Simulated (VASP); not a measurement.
# MgO (Periclase) (Fm-3m) in VASP: a series of runs, part 2 of 2

VASP 6.6.1. Earlier steps stand in the parts before.

## 3. Single point, PBEsol (volume scaled by 1.040)

Input file INCAR:

```
PREC     = Accurate       # precision mode
ENCUT    = 520            # plane-wave cutoff, eV
EDIFF    = 1E-7           # SCF threshold, eV
ISMEAR   = 0              # smearing method
SIGMA    = 0.05           # smearing width, eV
LREAL    = F              # projectors in reciprocal space
LASPH    = T              # aspherical terms in the spheres
NELM     = 60             # most SCF steps
ALGO     = Normal         # electronic algorithm
ISIF     = 2              # what is computed and relaxed
LWAVE    = F              # write WAVECAR
LCHARG   = F              # write CHGCAR
GGA      = PS             # functional
NBANDS   = 11             # bands
```

Input file KPOINTS:

```
regular mesh
0
Gamma
  10 10 10
```

Input file POSCAR:

```
MgO
1.0
    0.0000000000      2.1347847086      2.1347847086
    2.1347847086      0.0000000000      2.1347847086
    2.1347847086      2.1347847086      0.0000000000
Mg O
1 1
Direct
    0.0000000000      0.0000000000      0.0000000000
    0.5000000000      0.5000000000      0.5000000000
```

Potentials or basis: VASP PAW PBE potentials, release 64 (Mg, O).

Started as:

```sh
$ cat potpaw_PBE.64/Mg/POTCAR potpaw_PBE.64/O/POTCAR > POTCAR
$ mpirun -np 1 vasp_std > vasp.out
```

OUTCAR:

```text
PREC = Accurate
   ENCUT = 520
   EDIFF = 1E-7
   ISMEAR = 0
   LREAL = F
   LASPH = T
   NELM = 60
   ISIF = 2
   GGA = PS

 ion  position               nearest neighbor table
   1  0.000  0.000  0.000-   2 2.13   2 2.13   2 2.13   2 2.13   2 2.13   2 2.13
   2  0.500  0.500  0.500-   1 2.13   1 2.13   1 2.13   1 2.13   1 2.13   1 2.13

  LATTYP: Found a face centered cubic cell.
 ALAT       =     4.2695694172

  Lattice vectors:

 A1 = (   0.0000000000,   2.1347847086,   2.1347847086)
 A2 = (   2.1347847086,   0.0000000000,   2.1347847086)
 A3 = (   2.1347847086,   2.1347847086,   0.0000000000)

Analysis of symmetry for initial positions (statically):
=====================================================================
 Subroutine PRICEL returns:
 Original cell was already a primitive cell.

 Routine SETGRP: Setting up the symmetry group for a
 face centered cubic supercell.

 Subroutine GETGRP returns: Found 48 space group operations
 (whereof 48 operations were pure point group operations)
 out of a pool of 48 trial point group operations.

The static configuration has the point symmetry O_h .

Analysis of symmetry for dynamics (positions and initial velocities):
=====================================================================
 Subroutine PRICEL returns:
 Original cell was already a primitive cell.

 Routine SETGRP: Setting up the symmetry group for a
 face centered cubic supercell.

 Subroutine GETGRP returns: Found 48 space group operations
 (whereof 48 operations were pure point group operations)
 out of a pool of 48 trial point group operations.

The dynamic configuration has the point symmetry O_h .

 Subroutine INISYM returns: Found 48 space group operations
 (whereof 48 operations are pure point group operations),
 and found     1 'primitive' translations

----------------------------------------------------------------------------------------

                                     Primitive cell
[... 113 lines left out ...]
  Fermi-wavevector in a.u.,A,eV,Ry     =   1.217327  2.300415 20.162284  1.481886
  Thomas-Fermi vector in A             =   2.352652
   LORBIT       =      0    0 simple, 1 ext, 2 COOP (PROOUT), +10 PAW based schemes
   GGA     = PS    functional components
   LHFCALC =     F    Hartree Fock is set to
   AEXX    =    0.0000 exact exchange contribution
   IVDW    =     0    specifies the selected vdW correction
   LEPSILON=     F    determine dielectric tensor
   LRPA    =     F    only Hartree local field effects (RPA)
 non-spin polarized calculation
 Gauss-broadening in eV      SIGMA  =   0.05
  energy-cutoff  :      520.00
  volume of cell :       19.46
 maximum number of plane-waves:       544
   NGX = 11   NGY = 11   NGZ = 11

 number of electron       8.0000002 magnetization

 Free energy of the ion-electron system (eV)
  ---------------------------------------------------
  ext. energy  EPLUGINS =         0.00000000
  ---------------------------------------------------
  free energy    TOTEN  =       -12.49722984 eV

  energy without entropy =      -12.49722984  energy(sigma->0) =      -12.49722984

 E-fermi :   3.0444     XC(G=0): -11.1152

 val. band max:        2.7686130755   @ k =   0.0000   0.0000   0.0000
 cond. band min:       7.0204615383   @ k =   0.0000   0.0000   0.0000
 fundamental gap:      4.2518484628
 Fermi energy:         3.0443685268

 k-point     1 :       0.0000    0.0000    0.0000
  band No.  band energies     occupation
      1     -14.2312      2.00000
      2       2.7686      2.00000
      3       2.7686      2.00000
      4       2.7686      2.00000
      5       7.0205      0.00000
      6      18.1746      0.00000
      7      18.1746      0.00000
      8      18.1746      0.00000
      9      21.9118      0.00000
     10      23.7481      0.00000
     11      23.7481      0.00000
[... 309 lines left out ...]
 k-point    24 :       0.4000    0.3000    0.0000
  band No.  band energies     occupation
      1     -13.0574      2.00000
      2      -0.7267      2.00000
      3       1.5040      2.00000
      4       1.7174      2.00000
      5      11.8505      0.00000
      6      12.6403      0.00000
      7      15.8245      0.00000
      8      20.2883      0.00000
      9      20.4863      0.00000
     10      27.0372      0.00000
     11      28.8584      0.00000

 [... further k-points ...]
[... 5 lines left out ...]
  --------------------------------------------------------------------------------------
  -------------------------------------------------------------------------------------
  Total       -0.7582896     -0.7582896     -0.7582896     -0.0000000     -0.0000000      0.0000000
  in kB      -62.4386434    -62.4386434    -62.4386434     -0.0000000     -0.0000000      0.0000000
  external PRESSURE =     -62.4386434 kB  Pullay stress =       0.0000000 kB

 VOLUME and BASIS-vectors are now :
 -----------------------------------------------------------------------------
  energy-cutoff  :      520.00
  volume of cell :       19.46
      direct lattice vectors                 reciprocal lattice vectors
     0.000000000  2.134784709  2.134784709    -0.234215656  0.234215656  0.234215656
     2.134784709  0.000000000  2.134784709     0.234215656 -0.234215656  0.234215656
     2.134784709  2.134784709  0.000000000     0.234215656  0.234215656 -0.234215656

 POSITION                                       TOTAL-FORCE (eV/Angst)
 -----------------------------------------------------------------------------------
      0.00000      0.00000      0.00000         0.000000      0.000000      0.000000
      2.13478      2.13478      2.13478        -0.000000     -0.000000     -0.000000
 -----------------------------------------------------------------------------------
    total drift:                               -0.000000     -0.000000      0.000000

  FREE ENERGIE OF THE ION-ELECTRON SYSTEM (eV)
  ---------------------------------------------------
  free  energy   TOTEN  =       -12.4972298413 eV

  energy  without entropy=      -12.4972298413  energy(sigma->0) =      -12.49722984
```

OSZICAR:

```text
N       E                     dE             d eps       ncg     rms          rms(c)
DAV:   1     0.127549911905E+02    0.12755E+02   -0.46179E+03  1194   0.644E+02
DAV:   2    -0.133892782010E+02   -0.26144E+02   -0.25755E+02  1193   0.137E+02
DAV:   3    -0.138755625667E+02   -0.48628E+00   -0.48602E+00  1242   0.160E+01
DAV:   4    -0.138767632304E+02   -0.12007E-02   -0.12006E-02  1118   0.906E-01
DAV:   5    -0.138767674049E+02   -0.41745E-05   -0.41746E-05  1214   0.515E-02    0.663E+00
DAV:   6    -0.125366050981E+02    0.13402E+01   -0.79092E+00  1067   0.150E+01    0.226E+00
DAV:   7    -0.125115338428E+02    0.25071E-01   -0.59050E-02  1130   0.214E+00    0.131E+00
DAV:   8    -0.124976534186E+02    0.13880E-01   -0.26663E-02  1091   0.182E+00    0.235E-01
DAV:   9    -0.124973290589E+02    0.32436E-03   -0.39099E-04  1160   0.139E-01    0.147E-01
DAV:  10    -0.124972279248E+02    0.10113E-03   -0.47884E-04  1160   0.165E-01    0.539E-03
DAV:  11    -0.124972293484E+02   -0.14236E-05   -0.51932E-06  1133   0.153E-02    0.350E-03
DAV:  12    -0.124972298141E+02   -0.46564E-06   -0.10764E-07  1051   0.329E-03    0.831E-04
DAV:  13    -0.124972298413E+02   -0.27196E-07   -0.42821E-08   580   0.146E-03
   1 F= -.12497230E+02 E0= -.12497230E+02  d E =-.522155E-17
```

stdout:

```text
POSCAR found type information on POSCAR MgO
 POSCAR found :  2 types and       2 ions
 scaLAPACK will be used
 -----------------------------------------------------------------------------
|                                                                             |
|                                                                             |
|     You enforced a specific xc type in the INCAR file but a different       |
|     I HOPE YOU KNOW WHAT YOU ARE DOING!                                     |
|                                                                             |
 -----------------------------------------------------------------------------

 LDA part: xc-table for (Slater+PW92), standard interpolation
 POSCAR, INCAR and KPOINTS ok, starting setup
 FFT: planning ... GRIDC
 FFT: planning ... GRID_SOFT
 FFT: planning ... GRID
 WAVECAR not read
 entering main loop
```

Run time: 14 s. Hardware: 1 thread of AMD EPYC 7R43 (Zen 3), shared host; peak memory 0.11 GiB.

Results:

```
Free energy            : -12.4972 eV
Pressure               : -6.2 GPa
Band gap on the k mesh : 4.25 eV, direct
```

Caveat: the PAW data sets were made with another functional, which shifts forces and pressure a little.

## 4. Comparison with measurements

Step 2. Measured gap of MgO: 7.83 eV (quoted in “Electronic structure of alkaline earth and post-transition metal oxides”, 2009, arxiv:0908.1581). This calculation gives 4.62 eV (-3.21 eV). The value is that of PBEsol, without temperature or zero-point motion. Semilocal functionals fall short of measured gaps as a rule.
